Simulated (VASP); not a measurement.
Here is a VASP 6.6.1 calculation.

Contents of INCAR:

```
ALGO = Normal
EDIFF = 1E-7
EDIFFG = -0.02
ENCUT = 520
GGA = PE
GGA_COMPAT = F
IBRION = 2
ISIF = 2
ISMEAR = -1
KPAR = 4
LASPH = T
LCHARG = F
LMAXMIX = 6
LREAL = F
LWAVE = F
NELM = 200
NELMIN = 4
NSW = 80
PREC = Accurate
SIGMA = 0.02
```

Contents of KPOINTS:

```
k-points
0
Gamma
  4 4 4
```

POSCAR

```
LaAl3As2H6O14
1.0
    3.5158000000      2.0298480764      5.5050333333
   -3.5158000000      2.0298480764      5.5050333333
    0.0000000000     -4.0596961528      5.5050333333
La Al H As O
1 3 6 2 14
Direct
    0.0000000000      0.0000000000      0.0000000000
    0.0000000000      0.0000000000      0.5000000000
    0.5000000000      0.0000000000      0.0000000000
    0.0000000000      0.5000000000      0.0000000000
    0.3160000000      0.7340000000      0.3160000000
    0.3160000000      0.3160000000      0.7340000000
    0.7340000000      0.3160000000      0.3160000000
    0.6840000000      0.2660000000      0.6840000000
    0.2660000000      0.6840000000      0.6840000000
    0.6840000000      0.6840000000      0.2660000000
    0.3149200000      0.3149200000      0.3149200000
    0.6850800000      0.6850800000      0.6850800000
    0.5854300000      0.5854300000      0.5854300000
    0.4145700000      0.4145700000      0.4145700000
    0.1502200000      0.5357600000      0.1502200000
    0.1502200000      0.1502200000      0.5357600000
    0.5357600000      0.1502200000      0.1502200000
    0.8497800000      0.4642400000      0.8497800000
    0.4642400000      0.8497800000      0.8497800000
    0.8497800000      0.8497800000      0.4642400000
    0.2597400000      0.8915500000      0.2597400000
    0.2597400000      0.2597400000      0.8915500000
    0.8915500000      0.2597400000      0.2597400000
    0.7402600000      0.1084500000      0.7402600000
    0.1084500000      0.7402600000      0.7402600000
    0.7402600000      0.7402600000      0.1084500000
```

Potentials or basis: VASP PAW PBE potentials, release 64 (La, Al, H, As, O).

Run with:

```bash
$ cat potpaw_PBE.64/La/POTCAR potpaw_PBE.64/Al/POTCAR potpaw_PBE.64/H/POTCAR potpaw_PBE.64/As/POTCAR potpaw_PBE.64/O/POTCAR > POTCAR
$ mpirun -np 4 vasp_std > vasp.out
```

Problem. Estimate the energy gained by relaxing.

Solution. 68.2 meV/atom.

Problem. Predict the band gap on the k mesh.

Solution. 4.33 eV, indirect (least direct gap 4.51 eV).

Step by step:
| step | energy change (eV) | largest force (eV/Å) | pressure (GPa) |
| --- | --- | --- | --- |
| 1 | 0.0000 | 5.4468 | 16.39 |
| 2 | 9.1384 | 7.9139 | 3.83 |
| 3 | 0.8111 | 5.2184 | 4.13 |
| 4 | -1.1378 | 2.7124 | 7.14 |
| 5 | -1.4109 | 1.6808 | 10.30 |
| 6 | -1.4333 | 1.6904 | 9.41 |
| 7 | -1.4341 | 1.6888 | 9.54 |
| 8 | -1.5590 | 1.4035 | 5.82 |
| 9 | -1.6156 | 0.8686 | 7.02 |
| 10 | -1.7000 | 0.6488 | 6.16 |
| 11 | -1.7005 | 0.7798 | 6.10 |
| 12 | -1.7604 | 0.2439 | 5.59 |
| 13 | -1.7692 | 0.0992 | 5.34 |
| 14 | -1.7701 | 0.1014 | 5.22 |
| 15 | -1.7702 | 0.0736 | 5.25 |
| 16 | -1.7709 | 0.0604 | 5.26 |
| 17 | -1.7721 | 0.0668 | 5.29 |
| 18 | -1.7721 | 0.0822 | 5.30 |
| 19 | -1.7724 | 0.0667 | 5.32 |
| 20 | -1.7725 | 0.0256 | 5.31 |
| 21 | -1.7726 | 0.0198 | 5.30 |

Caveat: spin-orbit coupling is left out, which moves the levels of the heavy elements. A k mesh can miss the band edges.
